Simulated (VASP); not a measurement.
Cs, 2 atoms in the cell. It takes space group P6_3/mmc (No. 194, hexagonal). The conventional cell has a = 5.621 Å, b = 5.621 Å, c = 9.220 Å, α = 90.00°, β = 90.00°, γ = 120.00°.  This cell differs from its parent crystal: volume scaled by 0.96.

| Quantity | Value |
| --- | --- |
| Program | VASP 6.6.1 |
| Task | single point |
| Functional | RPBE |
| Potentials or basis | VASP PAW PBE potentials, release 64 (Cs_sv) |
| Cutoff | 520 eV |
| k mesh | 7 × 7 × 4 |
| Occupations | fermi-dirac, width 0.1 eV |
| Spin | no spin polarisation |
| Dipole correction | no |
| Further INCAR settings | ALGO = Normal; EDIFF = 1e-06; NBANDS = 16 |

Potentials or basis: VASP PAW PBE potentials, release 64 (Cs_sv).

Run with:

```bash
$ cat potpaw_PBE.64/Cs_sv/POTCAR > POTCAR
$ mpirun -np 1 vasp_std > vasp.out
```

Hardware: 1 thread of Intel(R) Xeon(R) Platinum 8488C (Sapphire Rapids), with other jobs on the host.

Question: Estimate the wall time of this run.

Answer: It took 76 s on 1 thread of Intel(R) Xeon(R) Platinum 8488C (Sapphire Rapids), on a shared host, peak memory 0.35 GiB. Counts: scf iterations 10, k points 24.
